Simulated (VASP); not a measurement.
# SnO (P4/nmm) in VASP: further runs

The runs below take SnO through single point, with PBE.

All numbers are computed with VASP 6.6.1; they aren't measurements. Logs are shortened: lines on timing, memory, paths and dates and some standing lists are left out, and cuts for length are marked.

### Step 1. The cell of the first run

Symmetry: P4/nmm, No. 129, tetragonal system. Conventional cell: a = 3.926 Å, b = 3.926 Å, c = 5.067 Å, α = 90.00°, β = 90.00°, γ = 90.00°. Sn (site symmetry 4mm) has 4 O at 2.28 Å within 3.0 Å. Within 3.0 Å of O (site symmetry -4m2) lie 4 Sn at 2.28 Å and 4 O at 2.78 Å.

### Step 2. Single point, PBE (strain +0.015 along x and y, +0.000 along z)

Input file INCAR:

```
PREC = Accurate
ENCUT = 520
EDIFF = 1E-6
ISMEAR = 0
SIGMA = 0.05
LREAL = F
LASPH = T
NELM = 100
ALGO = Normal
ISIF = 2
LWAVE = F
LCHARG = T
GGA = PE
LELF = T
LVHAR = T
NBANDS = 28
```

Input file KPOINTS:

```
Automatic mesh
0
Gamma
  10 10 8
```

Input file POSCAR:

```
SnO
1.0
    3.9261933127      0.0000000000      0.0000000000
    0.0000000000      3.9261933127      0.0000000000
    0.0000000000      0.0000000000      5.0672768981
Sn O
2 2
Direct
    0.0000000000      0.5000000000      0.2287361932
    0.5000000000      0.0000000000      0.7712638068
    0.0000000000      0.0000000000      0.0000000000
    0.5000000000      0.5000000000      0.0000000000
```

Potentials or basis: VASP PAW PBE potentials, release 64 (Sn_d, O).

Run with:

```bash
> cat potpaw_PBE.64/Sn_d/POTCAR potpaw_PBE.64/O/POTCAR > POTCAR
> mpirun -np 1 vasp_std > vasp.out
```

OUTCAR:

```text
PREC = Accurate
   ENCUT = 520
   EDIFF = 1E-6
   ISMEAR = 0
   LREAL = F
   LASPH = T
   NELM = 100
   ISIF = 2
   GGA = PE

 ion  position               nearest neighbor table
   1  0.000  0.500  0.229-   3 2.28   4 2.28   3 2.28   4 2.28   2 3.62   2 3.62   2 3.62   2 3.62

   2  0.500  0.000  0.771-   3 2.28   4 2.28   4 2.28   3 2.28   1 3.62   1 3.62   1 3.62   1 3.62

   3  0.000  0.000  0.000-   1 2.28   2 2.28   1 2.28   2 2.28
   4  0.500  0.500  0.000-   1 2.28   2 2.28   2 2.28   1 2.28

  LATTYP: Found a simple tetragonal cell.
 ALAT       =     3.9261933127
 C/A-ratio  =     1.2906335716

  Lattice vectors:

 A1 = (   3.9261933127,   0.0000000000,   0.0000000000)
 A2 = (   0.0000000000,   3.9261933127,   0.0000000000)
 A3 = (   0.0000000000,   0.0000000000,   5.0672768981)

Analysis of symmetry for initial positions (statically):
=====================================================================
 Subroutine PRICEL returns:
 Original cell was already a primitive cell.

 Routine SETGRP: Setting up the symmetry group for a
 simple tetragonal supercell.

 Subroutine GETGRP returns: Found 16 space group operations
 (whereof  8 operations were pure point group operations)
 out of a pool of 16 trial point group operations.

The static configuration has the point symmetry D_2d.
 The point group associated with its full space group is D_4h.

Analysis of symmetry for dynamics (positions and initial velocities):
=====================================================================
 Subroutine PRICEL returns:
 Original cell was already a primitive cell.

 Routine SETGRP: Setting up the symmetry group for a
 simple tetragonal supercell.

 Subroutine GETGRP returns: Found 16 space group operations
 (whereof  8 operations were pure point group operations)
 out of a pool of 16 trial point group operations.

The dynamic configuration has the point symmetry D_2d.
 The point group associated with its full space group is D_4h.

 Subroutine INISYM returns: Found 16 space group operations
 (whereof  8 operations are pure point group operations),
 and found     1 'primitive' translations

----------------------------------------------------------------------------------------

                                     Primitive cell

  volume of cell :      78.1120

  direct lattice vectors                    reciprocal lattice vectors
     3.926193313  0.000000000  0.000000000     0.254699634  0.000000000  0.000000000
     0.000000000  3.926193313  0.000000000     0.000000000  0.254699634  0.000000000
     0.000000000  0.000000000  5.067276898     0.000000000  0.000000000  0.197344653

  length of vectors
     3.926193313  3.926193313  5.067276898     0.254699634  0.254699634  0.197344653

  position of ions in fractional coordinates (direct lattice)
     0.000000000  0.500000000  0.228736193
     0.500000000  0.000000000  0.771263807
     0.000000000  0.000000000  0.000000000
     0.500000000  0.500000000  0.000000000

  ion indices of the primitive-cell ions
   primitive index   ion index
                 1           1
                 2           2
                 3           3
                 4           4

----------------------------------------------------------------------------------------

 KPOINTS: Automatic mesh

Automatic generation of k-mesh.
 Grid dimensions read from file:
 generate k-points for:   10   10    8

 Generating k-lattice:

  Cartesian coordinates                     Fractional coordinates (reciprocal lattice)
     0.025469963  0.000000000  0.000000000     0.100000000  0.000000000  0.000000000
     0.000000000  0.025469963  0.000000000     0.000000000  0.100000000  0.000000000
     0.000000000  0.000000000  0.024668082     0.000000000  0.000000000  0.125000000

  Length of vectors
     0.025469963  0.025469963  0.024668082

  Shift w.r.t. Gamma in fractional coordinates (k-lattice)
     0.000000000  0.000000000  0.000000000

 Subroutine IBZKPT returns following result:
 ===========================================

 Found    105 irreducible k-points:

 Following reciprocal coordinates:
            Coordinates               Weight
  0.000000  0.000000  0.000000      1.000000
  0.100000  0.000000  0.000000      4.000000
  0.200000  0.000000  0.000000      4.000000
  0.300000  0.000000  0.000000      4.000000
  0.400000  0.000000  0.000000      4.000000
  0.500000  0.000000  0.000000      2.000000
[... 16 lines left out ...]
  0.100000  0.000000  0.125000      8.000000
  0.200000  0.000000  0.125000      8.000000
 [... further k-points ...]
   k-points           NKPTS =    105   k-points in BZ     NKDIM =    105   number of bands    NBANDS=     28
   number of dos      NEDOS =    301   number of ions     NIONS =      4
   total plane-waves  NPLWV =  36000
   dimension x,y,z NGX =    30 NGY =   30 NGZ =   40
   dimension x,y,z NGXF=    60 NGYF=   60 NGZF=   80
   ions per type =               2   2
   NGX,Y,Z   is equivalent  to a cutoff of  12.70, 12.70, 13.12 a.u.
   NGXF,Y,Z  is equivalent  to a cutoff of  25.41, 25.41, 26.25 a.u.
 SYSTEM =  unknown system
   PREC   = accura    normal or accurate (medium, high low for compatibility)
   ISTART =      0    job   : 0-new  1-cont  2-samecut
   ICHARG =      2    charge: 1-file 2-atom 10-const
   ISPIN  =      1    spin polarized calculation?
   LNONCOLLINEAR =      F non collinear calculations
   LSORBIT =      F    spin-orbit coupling
   LASPH  =      T    aspherical Exc in radial PAW
   ENCUT  =  520.0 eV  38.22 Ry    6.18 a.u.   7.30  7.30  9.42*2*pi/ulx,y,z
   NELM   =    100;   NELMIN=  2; NELMDL= -5     # of ELM steps
   EDIFF  = 0.1E-05   stopping-criterion for ELM
   LREAL  =      F    real-space projection
   EDIFFG = 0.1E-04   stopping-criterion for IOM
   NSW    =      0    number of steps for IOM
   IBRION =     -1    ionic relax: 0-MD 1-quasi-New 2-CG
   NFREE  =      0    steps in history (QN), initial steepest desc. (CG)
   ISIF   =      2    stress and relaxation
   ISYM   =      2    0-nonsym 1-usesym 2-fastsym
   POTIM  = 0.5000    time-step for ionic-motion
   TEBEG  =    0.0;   TEEND  =   0.0 temperature during run
   PSTRESS=    0.0 pullay stress
   NELECT =      40.0000    total number of electrons
   NUPDOWN=      -1.0000    fix difference up-down
   EMIN   =  10.00;   EMAX   =-10.00  energy-range for DOS
   EFERMI =   0.00;   METHOD = LEGACY
   ISMEAR =     0;   SIGMA  =   0.05  broadening in eV -4-tet -1-fermi 0-gaus
   EFERMI_NEDOS =   21; number of points for ismear=-14 and -15
   IALGO  =     38    algorithm
   IMIX   =      4    mixing-type and parameters
     AMIX     =   0.40;   BMIX     =  1.00
     AMIX_MAG =   1.60;   BMIX_MAG =  1.00
  volume/ion in A,a.u.               =      19.53       131.78
  Fermi-wavevector in a.u.,A,eV,Ry     =   1.309751  2.475071 23.340092  1.715448
  Thomas-Fermi vector in A             =   2.440329
   LORBIT       =      0    0 simple, 1 ext, 2 COOP (PROOUT), +10 PAW based schemes
   GGA     = PE    functional components
   LHFCALC =     F    Hartree Fock is set to
   AEXX    =    0.0000 exact exchange contribution
   IVDW    =     0    specifies the selected vdW correction
   LEPSILON=     F    determine dielectric tensor
   LRPA    =     F    only Hartree local field effects (RPA)
 non-spin polarized calculation
 Gauss-broadening in eV      SIGMA  =   0.05
  energy-cutoff  :      520.00
  volume of cell :       78.11
 maximum number of plane-waves:      2130
 NGX is ok and might be reduce to    30
   NGX = 15   NGY = 15   NGZ = 19

 number of electron      39.9999986 magnetization

 Free energy of the ion-electron system (eV)
  ---------------------------------------------------
  ext. energy  EPLUGINS =         0.00000000
  ---------------------------------------------------
  free energy    TOTEN  =       -22.70848583 eV

  energy without entropy =      -22.70848583  energy(sigma->0) =      -22.70848583

 E-fermi :   5.9692     XC(G=0):  -9.6786

 val. band max:        5.6765390164   @ k =   0.1000   0.0000   0.0000
 cond. band min:       6.3156704267   @ k =   0.5000   0.5000   0.0000
 fundamental gap:      0.6391314103
 Fermi energy:         5.9692374680

 k-point     1 :       0.0000    0.0000    0.0000
  band No.  band energies     occupation
      1     -15.8786      2.00000
      2     -15.5640      2.00000
      3     -15.5640      2.00000
      4     -15.5622      2.00000
      5     -15.5397      2.00000
      6     -15.5269      2.00000
[... 20 lines left out ...]
     27      12.6656      0.00000
     28      13.2100      0.00000

 k-point     2 :       0.1000    0.0000    0.0000
  band No.  band energies     occupation
      1     -15.8736      2.00000
      2     -15.5627      2.00000
      3     -15.5623      2.00000
      4     -15.5612      2.00000
      5     -15.5405      2.00000
      6     -15.5244      2.00000
[... 20 lines left out ...]
     27      12.8362      0.00000
     28      13.8876      0.00000

 k-point     3 :       0.2000    0.0000    0.0000
  band No.  band energies     occupation
      1     -15.8593      2.00000
      2     -15.5818      2.00000
      3     -15.5595      2.00000
      4     -15.5573      2.00000
      5     -15.5428      2.00000
      6     -15.5346      2.00000
[... 20 lines left out ...]
     27      13.0301      0.00000
     28      15.2669      0.00000

 k-point     4 :       0.3000    0.0000    0.0000
  band No.  band energies     occupation
      1     -15.8366      2.00000
      2     -15.6434      2.00000
      3     -15.5555      2.00000
      4     -15.5496      2.00000
      5     -15.5455      2.00000
      6     -15.5322      2.00000
[... 578 lines left out ...]
     27      12.5869      0.00000
     28      13.3196      0.00000

 k-point    23 :       0.1000    0.0000    0.1250
  band No.  band energies     occupation
      1     -15.8725      2.00000
      2     -15.5635      2.00000
      3     -15.5612      2.00000
      4     -15.5593      2.00000
      5     -15.5393      2.00000
      6     -15.5233      2.00000
[... 20 lines left out ...]
     27      12.8133      0.00000
     28      13.9432      0.00000

 k-point    24 :       0.2000    0.0000    0.1250
  band No.  band energies     occupation
      1     -15.8585      2.00000
      2     -15.5847      2.00000
      3     -15.5599      2.00000
      4     -15.5546      2.00000
      5     -15.5412      2.00000
      6     -15.5354      2.00000
[... 20 lines left out ...]
     27      13.1161      0.00000
     28      15.2542      0.00000

 [... further k-points ...]
[... 5 lines left out ...]
  --------------------------------------------------------------------------------------
  -------------------------------------------------------------------------------------
  Total       -1.3630996     -1.3630996     -0.6246544      0.0000000      0.0000000      0.0000000
  in kB      -27.9589071    -27.9589071    -12.8124564      0.0000000      0.0000000      0.0000000
  external PRESSURE =     -22.9100902 kB  Pullay stress =       0.0000000 kB

 VOLUME and BASIS-vectors are now :
 -----------------------------------------------------------------------------
  energy-cutoff  :      520.00
  volume of cell :       78.11
      direct lattice vectors                 reciprocal lattice vectors
     3.926193313  0.000000000  0.000000000     0.254699634  0.000000000  0.000000000
     0.000000000  3.926193313  0.000000000     0.000000000  0.254699634  0.000000000
     0.000000000  0.000000000  5.067276898     0.000000000  0.000000000  0.197344653

 POSITION                                       TOTAL-FORCE (eV/Angst)
 -----------------------------------------------------------------------------------
      0.00000      1.96310      1.15907        -0.000000     -0.000000     -0.230883
      1.96310      0.00000      3.90821         0.000000      0.000000      0.230883
      0.00000      0.00000      0.00000        -0.000000      0.000000      0.000000
      1.96310      1.96310      0.00000        -0.000000     -0.000000      0.000000
 -----------------------------------------------------------------------------------
    total drift:                                0.000000      0.000000      0.000000

  FREE ENERGIE OF THE ION-ELECTRON SYSTEM (eV)
  ---------------------------------------------------
  free  energy   TOTEN  =       -22.7084858322 eV

  energy  without entropy=      -22.7084858322  energy(sigma->0) =      -22.70848583
```

It took 2.3 min on 1 thread of Intel Xeon Platinum 8488C (Sapphire Rapids), shared host; peak memory 0.3 GiB.

Results:

- Free energy: -22.7085 eV
- Pressure: -2.3 GPa
- Largest force: 0.231 eV/Å
- Band gap on the k mesh: 0.64 eV, indirect (least direct gap 1.88 eV)

Forces in eV/Å, atoms in the order of the input:
```
Sn   0.000  0.000 -0.231
Sn   0.000  0.000  0.231
O    0.000  0.000  0.000
O    0.000  0.000  0.000
```

Stress tensor (GPa, compression positive):
```
-2.80  0.00  0.00
 0.00 -2.80  0.00
 0.00  0.00 -1.28
```

Caveat: the cell differs from its parent crystal (strain +0.015 along x and y, +0.000 along z); spin-orbit coupling is left out, which moves the levels of the heavy elements. A k mesh can miss the band edges.

### Step 3. Single point, PBE (strain +0.030 along x and y, -0.015 along z)

Input file INCAR:

```
ALGO = Normal
EDIFF = 1E-6
ENCUT = 520
GGA = PE
ISIF = 2
ISMEAR = 0
LASPH = True
LCHARG = False
LREAL = False
LWAVE = False
NBANDS = 28
NELM = 80
PREC = Accurate
SIGMA = 0.05
```

Input file KPOINTS:

```
k-points
0
Gamma
  10 10 8
```

Input file POSCAR:

```
SnO
1.0
    3.9842158739      0.0000000000      0.0000000000
    0.0000000000      3.9842158739      0.0000000000
    0.0000000000      0.0000000000      4.9912677446
Sn O
2 2
Direct
    0.0000000000      0.5000000000      0.2287361932
    0.5000000000      0.0000000000      0.7712638068
    0.0000000000      0.0000000000      0.0000000000
    0.5000000000      0.5000000000      0.0000000000
```

Potentials or basis: VASP PAW PBE potentials, release 64 (Sn_d, O).

Run with:

```bash
> cat potpaw_PBE.64/Sn_d/POTCAR potpaw_PBE.64/O/POTCAR > POTCAR
> mpirun -np 1 vasp_std > vasp.out
```

It took 2.2 min on 1 thread of Intel Xeon 6975P-C, shared host; peak memory 0.31 GiB.

Results (log left out):

```
Free energy            : -22.6642 eV
Pressure               : -3.6 GPa
Largest force          : 0.274 eV/Å
Band gap on the k mesh : 0.76 eV, indirect (least direct gap 1.88 eV)
```

Forces on the atoms (eV/Å):
```
Sn   0.000  0.000 -0.274
Sn   0.000  0.000  0.274
O    0.000  0.000  0.000
O    0.000  0.000  0.000
```

Stress tensor (GPa, compression positive):
```
-4.77  0.00  0.00
 0.00 -4.77  0.00
 0.00  0.00 -1.34
```

Levels at points of the mesh, in eV from the valence-band top:
| k point | band 17 | band 18 | band 19 | band 20 | band 21 | band 22 | band 23 | band 24 |
| --- | --- | --- | --- | --- | --- | --- | --- | --- |
| (0.00, 0.00, 0.00) | -2.68 | -2.57 | -2.57 | -0.03 | 1.87 | 4.32 | 4.91 | 4.91 |
| (0.50, 0.00, 0.00) | -4.02 | -4.02 | -1.92 | -1.92 | 3.22 | 3.22 | 5.60 | 5.60 |
| (0.50, 0.50, 0.00) | -1.95 | -1.95 | -1.46 | -1.46 | 0.76 | 0.76 | 4.88 | 4.88 |
| (0.00, 0.00, 0.50) | -2.74 | -2.58 | -2.58 | -1.37 | 1.60 | 3.38 | 3.38 | 3.58 |
| (0.50, 0.00, 0.50) | -4.00 | -4.00 | -1.18 | -1.18 | 2.69 | 2.69 | 5.47 | 5.47 |
| (0.50, 0.50, 0.50) | -2.12 | -2.12 | -1.95 | -1.95 | 2.92 | 2.92 | 3.96 | 3.96 |

Caveat: the cell differs from its parent crystal (strain +0.030 along x and y, -0.015 along z); spin-orbit coupling is left out, which moves the levels of the heavy elements. A k mesh can miss the band edges.
